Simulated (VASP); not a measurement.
Set up this calculation in VASP 6.6.1, as the native input.

* Task: single point
* Functional: PBEsol
* Potentials or basis: VASP PAW PBE potentials, release 64 (N, Ga_d)
* Cutoff: 520 eV
* k mesh: 9 × 9 × 1
* Occupations: gaussian, width 0.05 eV
* Spin: no spin polarisation
* Dipole correction: yes
* Further INCAR settings: ALGO = Normal; EDIFF = 1e-07; NBANDS = 56

The structure of GaN lies in POSCAR:

```
GaN
1.0
    3.1807290383      0.0000000000      0.0000000000
   -1.5903645192      2.7545921497      0.0000000000
    0.0000000000      0.0000000000     26.0374811347
N Ga
5 5
Direct
    0.0000000000      0.0000000000      0.2880462961
    0.3333333333      0.6666666667      0.3877892156
    0.6666666667      0.3333333333      0.4875321351
    0.0000000000      0.0000000000      0.5872750546
    0.3333333333      0.6666666667      0.6870179741
    0.3333333333      0.6666666667      0.3129820259
    0.6666666667      0.3333333333      0.4127249454
    0.0000000000      0.0000000000      0.5124678649
    0.3333333333      0.6666666667      0.6122107844
    0.6666666667      0.3333333333      0.7119537039
```

One way to write it, as run:

INCAR

```
SYSTEM = GaN
  PREC = Accurate
  ENCUT = 520
  EDIFF = 1E-7
  ISMEAR = 0
  SIGMA = 0.05
  LREAL = .False.
  LASPH = .True.
  NELM = 80
  ALGO = Normal
  ISIF = 2
  LWAVE = .False.
  LCHARG = .False.
  LDIPOL = .True.
  IDIPOL = 3
  DIPOL = 0.5 0.5 0.500
  GGA = PS
  NBANDS = 56
```

KPOINTS

```
Automatic mesh
0
Gamma
  9 9 1
  0 0 0
```

Potentials or basis: VASP PAW PBE potentials, release 64 (N, Ga_d).

The run is started by

```bash
$ cat potpaw_PBE.64/N/POTCAR potpaw_PBE.64/Ga_d/POTCAR > POTCAR
$ mpirun -np 1 vasp_std > vasp.out
```

It gave:

```json
{
  "Largest force": "2.070 eV/Å",
  "Band gap on the k mesh": "zero (band 45 reaches 0.53 eV, above the bottom of band 46 at 0.04 eV)"
}
```

Caveat: the PAW data sets were made with another functional, which shifts forces and pressure a little.

It took 6.7 min on 1 thread of Intel(R) Xeon(R) Platinum 8488C (Sapphire Rapids) (shared host), peak memory 0.38 GiB.
